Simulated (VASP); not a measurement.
**ZrO4: relaxation of cell and atoms with PBE**

The system is ZrO4.

```xyz
5
Lattice="-2.1012 2.1012 3.2714 2.1012 -2.1012 3.2714 2.1012 2.1012 -3.2714" Properties=species:S:1:pos:R:3 pbc="T T T"
Zr    0.0000    0.0000    0.0000
O     0.0000    0.0000    4.4306
O     0.0000    2.1012    0.0000
O     2.1012    0.0000    0.0000
O     0.0000    0.0000    2.1122
```

The cell was built from a structure type or drawn by symmetry, and may not be a known phase.

```yaml
Program: VASP 6.6.1
Task: relaxation of cell and atoms
Functional: PBE
Potentials_or_basis: VASP PAW PBE potentials, release 64 (Zr_sv, O)
Cutoff: 600 eV
k_mesh: 12 × 12 × 12
Occupations: gaussian, width 0.1 eV
Spin: no spin polarisation
Dipole_correction: no
Further_INCAR_settings: ALGO = Normal; EDIFF = 1e-07; IBRION = 2; EDIFFG = -0.01; NSW = 100; ISIF = 3
```

```json
{"Relaxed volume": "11.52 Å³/atom", "Relaxed cell": "a = 4.409 Å, b = 4.409 Å, c = 4.409 Å, α = 123.02°, β = 123.02°, γ = 84.85°", "Space group after relaxing (to 0.1 Å)": "I4/mmm (No. 139)", "Energy gained by relaxing": "0.1 meV/atom", "Ionic steps": "7", "Pressure after relaxing": "0.0 GPa", "Band gap on the k mesh": "zero (bands 18 and 19 overlap by 0.81 eV)"}
```

The path:
| step | energy change (eV) | largest force (eV/Å) | pressure (GPa) | volume (Å³) |
| --- | --- | --- | --- | --- |
| 1 | 0.0000 | 0.0576 | 0.07 | 57.78 |
| 2 | -0.0002 | 0.0153 | -0.16 | 57.82 |
| 3 | -0.0002 | 0.0097 | -0.19 | 57.82 |
| 4 | -0.0003 | 0.0029 | -0.03 | 57.73 |
| 5 | -0.0004 | 0.0035 | 0.11 | 57.64 |
| 6 | -0.0005 | 0.0025 | 0.06 | 57.62 |
| 7 | -0.0005 | 0.0007 | -0.02 | 57.59 |

Final structure:
```xyz
5
Lattice="-2.1032 2.1032 3.2546 2.1032 -2.1032 3.2546 2.1032 2.1032 -3.2546" Properties=species:S:1:pos:R:3 pbc="T T T"
Zr    0.0000    0.0000    0.0000
O     0.0000    0.0000    4.3967
O     0.0000    2.1032    0.0000
O     2.1032    0.0000    0.0000
O     0.0000    0.0000    2.1125
```

Levels at points of the mesh, in eV from the Fermi level:
```
           k point  band 14  band 15  band 16  band 17  band 18  band 19  band 20  band 21  band 22
(0.00, 0.00, 0.00)    -1.96    -1.59    -1.57    -1.57     0.52     0.77     0.77     3.29     4.93
(0.50, 0.00, 0.00)    -1.83    -1.74    -1.06    -0.58    -0.40     0.04     0.27     4.50     5.21
(0.50, 0.50, 0.00)    -1.96    -1.39    -0.93    -0.82    -0.50     0.05     0.46     5.83     5.90
(0.50, 0.50, 0.50)    -1.43    -1.02    -0.86    -0.86     0.06     0.52     0.52     3.66     4.20
```

It took 16 min on 1 thread of Intel(R) Xeon(R) Platinum 8488C (Sapphire Rapids) (shared host), peak memory 0.38 GiB.
